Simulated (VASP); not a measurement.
# InC2 (P4/mbm) in VASP: notebook

InC2 is run at these levels: PBE; tasks: single point.

All numbers are computed with VASP 6.6.1; they aren't measurements. Logs are shortened: lines on timing, memory, paths and dates and some standing lists are left out, and cuts for length are marked.

## 1. The cell of the first run

The structure is tetragonal, space group P4/mbm (No. 127). Conventional cell: a = 5.448 Å, b = 5.448 Å, c = 5.563 Å, α = 90.00°, β = 90.00°, γ = 90.00°. In (site symmetry 4/m) has 8 C at 2.32 to 3.21 Å within 3.3 Å. C (site symmetry m2m) has 1 C at 1.28 Å within 1.7 Å.

The cell was built from a structure type or drawn by symmetry, and may not be a known phase.

## 2. Single point, PBE

INCAR reads:

```
SYSTEM = InC2
PREC = Accurate
ENCUT = 520
EDIFF = 1E-7
ISMEAR = 0
SIGMA = 0.1
LREAL = .FALSE.
LASPH = .TRUE.
NELM = 100
ALGO = Normal
ISIF = 2
LWAVE = .FALSE.
LCHARG = .FALSE.
GGA = PE
NBANDS = 30
```

KPOINTS reads:

```
Automatic mesh
0
G
  8 8 8
  0 0 0
```

POSCAR reads:

```
InC2
1.0
    5.4475518468      0.0000000000      0.0000000000
    0.0000000000      5.4475518468      0.0000000000
    0.0000000000      0.0000000000      5.5628603055
In C
2 4
Direct
    0.5000000000      0.5000000000      0.0000000000
    0.0000000000      0.0000000000      0.0000000000
    0.9168175316      0.5831824684      0.0000000000
    0.0831824684      0.4168175316      0.0000000000
    0.5831824684      0.0831824684      0.0000000000
    0.4168175316      0.9168175316      0.0000000000
```

Potentials or basis: VASP PAW PBE potentials, release 64 (In_d, C).

Command:

```console
$ cat potpaw_PBE.64/In_d/POTCAR potpaw_PBE.64/C/POTCAR > POTCAR
$ mpirun -np 1 vasp_std > vasp.out
```

OUTCAR:

```text
SYSTEM = InC2
   PREC = Accurate
   ENCUT = 520
   EDIFF = 1E-7
   ISMEAR = 0
   LREAL = .FALSE.
   LASPH = .TRUE.
   NELM = 100
   ISIF = 2
   GGA = PE

 ion  position               nearest neighbor table
   1  0.500  0.500  0.000-   3 2.32   4 2.32   5 2.32   6 2.32   2 3.85   2 3.85   2 3.85   2 3.85

   2  0.000  0.000  0.000-   3 2.32   4 2.32   5 2.32   6 2.32   1 3.85   1 3.85   1 3.85   1 3.85

   3  0.917  0.583  0.000-   4 1.28   2 2.32   1 2.32
   4  0.083  0.417  0.000-   3 1.28   2 2.32   1 2.32
   5  0.583  0.083  0.000-   6 1.28   2 2.32   1 2.32
   6  0.417  0.917  0.000-   5 1.28   2 2.32   1 2.32

  LATTYP: Found a simple tetragonal cell.
 ALAT       =     5.4475518468
 C/A-ratio  =     1.0211670236

  Lattice vectors:

 A1 = (   5.4475518468,   0.0000000000,   0.0000000000)
 A2 = (   0.0000000000,   5.4475518468,   0.0000000000)
 A3 = (   0.0000000000,   0.0000000000,   5.5628603055)

Analysis of symmetry for initial positions (statically):
=====================================================================
 Subroutine PRICEL returns:
 Original cell was already a primitive cell.

 Routine SETGRP: Setting up the symmetry group for a
 simple tetragonal supercell.

 Subroutine GETGRP returns: Found 16 space group operations
 (whereof  8 operations were pure point group operations)
 out of a pool of 16 trial point group operations.

The static configuration has the point symmetry C_4h.
 The point group associated with its full space group is D_4h.

Analysis of symmetry for dynamics (positions and initial velocities):
=====================================================================
 Subroutine PRICEL returns:
 Original cell was already a primitive cell.

 Routine SETGRP: Setting up the symmetry group for a
 simple tetragonal supercell.

 Subroutine GETGRP returns: Found 16 space group operations
 (whereof  8 operations were pure point group operations)
 out of a pool of 16 trial point group operations.

The dynamic configuration has the point symmetry C_4h.
 The point group associated with its full space group is D_4h.

 Subroutine INISYM returns: Found 16 space group operations
 (whereof  8 operations are pure point group operations),
 and found     1 'primitive' translations

----------------------------------------------------------------------------------------

                                     Primitive cell

  volume of cell :     165.0824

  direct lattice vectors                    reciprocal lattice vectors
     5.447551847  0.000000000  0.000000000     0.183568698  0.000000000  0.000000000
     0.000000000  5.447551847  0.000000000     0.000000000  0.183568698  0.000000000
     0.000000000  0.000000000  5.562860306     0.000000000  0.000000000  0.179763637

  length of vectors
     5.447551847  5.447551847  5.562860306     0.183568698  0.183568698  0.179763637

  position of ions in fractional coordinates (direct lattice)
     0.500000000  0.500000000  0.000000000
     0.000000000  0.000000000  0.000000000
     0.916817532  0.583182468  0.000000000
     0.083182468  0.416817532  0.000000000
     0.583182468  0.083182468  0.000000000
     0.416817532  0.916817532  0.000000000

  ion indices of the primitive-cell ions
   primitive index   ion index
                 1           1
                 2           2
                 3           3
                 4           4
                 5           5
                 6           6

----------------------------------------------------------------------------------------

 KPOINTS: Automatic mesh

Automatic generation of k-mesh.
 Grid dimensions read from file:
 generate k-points for:    8    8    8

 Generating k-lattice:

  Cartesian coordinates                     Fractional coordinates (reciprocal lattice)
     0.022946087  0.000000000  0.000000000     0.125000000  0.000000000  0.000000000
     0.000000000  0.022946087  0.000000000     0.000000000  0.125000000  0.000000000
     0.000000000  0.000000000  0.022470455     0.000000000  0.000000000  0.125000000

  Length of vectors
     0.022946087  0.022946087  0.022470455

  Shift w.r.t. Gamma in fractional coordinates (k-lattice)
     0.000000000  0.000000000  0.000000000

 Subroutine IBZKPT returns following result:
 ===========================================

 Found     75 irreducible k-points:

 Following reciprocal coordinates:
            Coordinates               Weight
  0.000000  0.000000  0.000000      1.000000
  0.125000  0.000000  0.000000      4.000000
  0.250000  0.000000  0.000000      4.000000
  0.375000  0.000000  0.000000      4.000000
  0.500000  0.000000  0.000000      2.000000
  0.125000  0.125000  0.000000      4.000000
[... 16 lines left out ...]
  0.375000  0.125000  0.125000     16.000000
  0.500000  0.125000  0.125000      8.000000
 [... further k-points ...]
   k-points           NKPTS =     75   k-points in BZ     NKDIM =     75   number of bands    NBANDS=     30
   number of dos      NEDOS =    301   number of ions     NIONS =      6
   total plane-waves  NPLWV =  74088
   dimension x,y,z NGX =    42 NGY =   42 NGZ =   42
   dimension x,y,z NGXF=    84 NGYF=   84 NGZF=   84
   ions per type =               2   4
   NGX,Y,Z   is equivalent  to a cutoff of  12.82, 12.82, 12.55 a.u.
   NGXF,Y,Z  is equivalent  to a cutoff of  25.63, 25.63, 25.10 a.u.
 SYSTEM =  InC2
   PREC   = accura    normal or accurate (medium, high low for compatibility)
   ISTART =      0    job   : 0-new  1-cont  2-samecut
   ICHARG =      2    charge: 1-file 2-atom 10-const
   ISPIN  =      1    spin polarized calculation?
   LNONCOLLINEAR =      F non collinear calculations
   LSORBIT =      F    spin-orbit coupling
   LASPH  =      T    aspherical Exc in radial PAW
   ENCUT  =  520.0 eV  38.22 Ry    6.18 a.u.  10.13 10.13 10.34*2*pi/ulx,y,z
   NELM   =    100;   NELMIN=  2; NELMDL= -5     # of ELM steps
   EDIFF  = 0.1E-06   stopping-criterion for ELM
   LREAL  =      F    real-space projection
   EDIFFG = 0.1E-05   stopping-criterion for IOM
   NSW    =      0    number of steps for IOM
   IBRION =     -1    ionic relax: 0-MD 1-quasi-New 2-CG
   NFREE  =      0    steps in history (QN), initial steepest desc. (CG)
   ISIF   =      2    stress and relaxation
   ISYM   =      2    0-nonsym 1-usesym 2-fastsym
   POTIM  = 0.5000    time-step for ionic-motion
   TEBEG  =    0.0;   TEEND  =   0.0 temperature during run
   PSTRESS=    0.0 pullay stress
   NELECT =      42.0000    total number of electrons
   NUPDOWN=      -1.0000    fix difference up-down
   EMIN   =  10.00;   EMAX   =-10.00  energy-range for DOS
   EFERMI =   0.00;   METHOD = LEGACY
   ISMEAR =     0;   SIGMA  =   0.10  broadening in eV -4-tet -1-fermi 0-gaus
   EFERMI_NEDOS =   21; number of points for ismear=-14 and -15
   IALGO  =     38    algorithm
   IMIX   =      4    mixing-type and parameters
     AMIX     =   0.40;   BMIX     =  1.00
     AMIX_MAG =   1.60;   BMIX_MAG =  1.00
  volume/ion in A,a.u.               =      27.51       185.67
  Fermi-wavevector in a.u.,A,eV,Ry     =   1.037348  1.960303 14.641093  1.076090
  Thomas-Fermi vector in A             =   2.171781
   LORBIT       =      0    0 simple, 1 ext, 2 COOP (PROOUT), +10 PAW based schemes
   GGA     = PE    functional components
   LHFCALC =     F    Hartree Fock is set to
   AEXX    =    0.0000 exact exchange contribution
   IVDW    =     0    specifies the selected vdW correction
   LEPSILON=     F    determine dielectric tensor
   LRPA    =     F    only Hartree local field effects (RPA)
 non-spin polarized calculation
 Gauss-broadening in eV      SIGMA  =   0.10
  energy-cutoff  :      520.00
  volume of cell :      165.08
 maximum number of plane-waves:      4476
 NGX is ok and might be reduce to    42
   NGX = 21   NGY = 21   NGZ = 21

 number of electron      42.0000003 magnetization

 Free energy of the ion-electron system (eV)
  ---------------------------------------------------
  ext. energy  EPLUGINS =         0.00000000
  ---------------------------------------------------
  free energy    TOTEN  =       -34.96983278 eV

  energy without entropy =      -34.96344677  energy(sigma->0) =      -34.96663978

 E-fermi :   1.6400     XC(G=0):  -6.7645

 val. band max:        1.6344202005   @ k =   0.5000   0.2500   0.0000
 cond. band min:       1.6413149218   @ k =   0.5000   0.2500   0.1250
 fundamental gap:      0.0068947213
 Fermi energy:         1.6399915790

 k-point     1 :       0.0000    0.0000    0.0000
  band No.  band energies     occupation
      1     -13.7422      2.00000
      2     -13.7132      2.00000
      3     -13.1992      2.00000
      4     -13.0975      2.00000
      5     -13.0975      2.00000
      6     -13.0653      2.00000
[... 22 lines left out ...]
     29       8.2236      0.00000
     30       8.2316      0.00000

 k-point     2 :       0.1250    0.0000    0.0000
  band No.  band energies     occupation
      1     -13.7134      2.00000
      2     -13.6855      2.00000
      3     -13.2044      2.00000
      4     -13.0968      2.00000
      5     -13.0963      2.00000
      6     -13.0670      2.00000
[... 22 lines left out ...]
     29       7.2356      0.00000
     30       8.2749      0.00000

 k-point     3 :       0.2500    0.0000    0.0000
  band No.  band energies     occupation
      1     -13.6341      2.00000
      2     -13.6130      2.00000
      3     -13.2189      2.00000
      4     -13.0945      2.00000
      5     -13.0928      2.00000
      6     -13.0718      2.00000
[... 22 lines left out ...]
     29       6.4124      0.00000
     30       8.4072      0.00000

 k-point     4 :       0.3750    0.0000    0.0000
  band No.  band energies     occupation
      1     -13.5322      2.00000
      2     -13.5271      2.00000
      3     -13.2329      2.00000
      4     -13.1077      2.00000
      5     -13.0906      2.00000
      6     -13.0876      2.00000
[... 22 lines left out ...]
     29       6.7616      0.00000
     30       8.0528      0.00000

 k-point     5 :       0.5000    0.0000    0.0000
  band No.  band energies     occupation
      1     -13.4805      2.00000
      2     -13.4805      2.00000
      3     -13.2016      2.00000
      4     -13.2016      2.00000
      5     -13.0850      2.00000
      6     -13.0850      2.00000
[... 22 lines left out ...]
     29       7.3275      0.00000
     30       7.3275      0.00000
[... 526 lines left out ...]
     29       7.3986      0.00000
     30       7.5572      0.00000

 k-point    22 :       0.2500    0.1250    0.1250
  band No.  band energies     occupation
      1     -13.6056      2.00000
      2     -13.5828      2.00000
      3     -13.2239      2.00000
      4     -13.0996      2.00000
      5     -13.0866      2.00000
      6     -13.0786      2.00000
[... 22 lines left out ...]
     29       6.6308      0.00000
     30       7.5947      0.00000

 k-point    23 :       0.3750    0.1250    0.1250
  band No.  band energies     occupation
      1     -13.5076      2.00000
      2     -13.4908      2.00000
      3     -13.2372      2.00000
      4     -13.1018      2.00000
      5     -13.0975      2.00000
      6     -13.0862      2.00000
[... 22 lines left out ...]
     29       6.7649      0.00000
     30       7.5527      0.00000

 k-point    24 :       0.5000    0.1250    0.1250
  band No.  band energies     occupation
      1     -13.4500      2.00000
      2     -13.4500      2.00000
      3     -13.1992      2.00000
      4     -13.1992      2.00000
      5     -13.0928      2.00000
      6     -13.0928      2.00000
[... 22 lines left out ...]
     29       7.1589      0.00000
     30       7.1589      0.00000

 [... further k-points ...]

------------------------ aborting loop because EDIFF is reached ----------------------------------------

  FORCE on cell =-STRESS in cart. coord.  units (eV):
  Direction    XX          YY          ZZ          XY          YZ          ZX
  --------------------------------------------------------------------------------------
  -------------------------------------------------------------------------------------
  Total        0.1442848      0.1442848      0.0128210      0.0000000      0.0000000      0.0000000
  in kB        1.4003298      1.4003298      0.1244319      0.0000000      0.0000000      0.0000000
  external PRESSURE =       0.9750305 kB  Pullay stress =       0.0000000 kB

 VOLUME and BASIS-vectors are now :
 -----------------------------------------------------------------------------
  energy-cutoff  :      520.00
  volume of cell :      165.08
      direct lattice vectors                 reciprocal lattice vectors
     5.447551847  0.000000000  0.000000000     0.183568698  0.000000000  0.000000000
     0.000000000  5.447551847  0.000000000     0.000000000  0.183568698  0.000000000
     0.000000000  0.000000000  5.562860306     0.000000000  0.000000000  0.179763637

 POSITION                                       TOTAL-FORCE (eV/Angst)
 -----------------------------------------------------------------------------------
      2.72378      2.72378      0.00000         0.000000      0.000000      0.000000
      0.00000      0.00000      0.00000         0.000000      0.000000      0.000000
      4.99441      3.17692      0.00000        -0.060764      0.060764      0.000000
      0.45314      2.27064      0.00000         0.060764     -0.060764     -0.000000
      3.17692      0.45314      0.00000         0.060764      0.060764      0.000000
      2.27064      4.99441      0.00000        -0.060764     -0.060764     -0.000000
 -----------------------------------------------------------------------------------
    total drift:                                0.000000     -0.000000     -0.000000

  FREE ENERGIE OF THE ION-ELECTRON SYSTEM (eV)
  ---------------------------------------------------
  free  energy   TOTEN  =       -34.9698327844 eV

  energy  without entropy=      -34.9634467734  energy(sigma->0) =      -34.96663978
```

Run time: 3.7 min. Hardware: 1 thread of Intel Xeon 6975P-C (Granite Rapids), shared host; peak memory 0.44 GiB.

What came out:

* Free energy: -34.9698 eV
* Pressure: 0.1 GPa
* Largest force: 0.086 eV/Å
* Band gap on the k mesh: zero (bands 21 and 22 overlap by 1.31 eV)

Forces in eV/Å, atoms in the order of the input:
```
In   0.000  0.000  0.000
In   0.000  0.000  0.000
C   -0.061  0.061  0.000
C    0.061 -0.061  0.000
C    0.061  0.061  0.000
C   -0.061 -0.061  0.000
```

Caveat: spin-orbit coupling is left out, which moves the levels of the heavy elements.

(Part 1 of 2 ends here.)
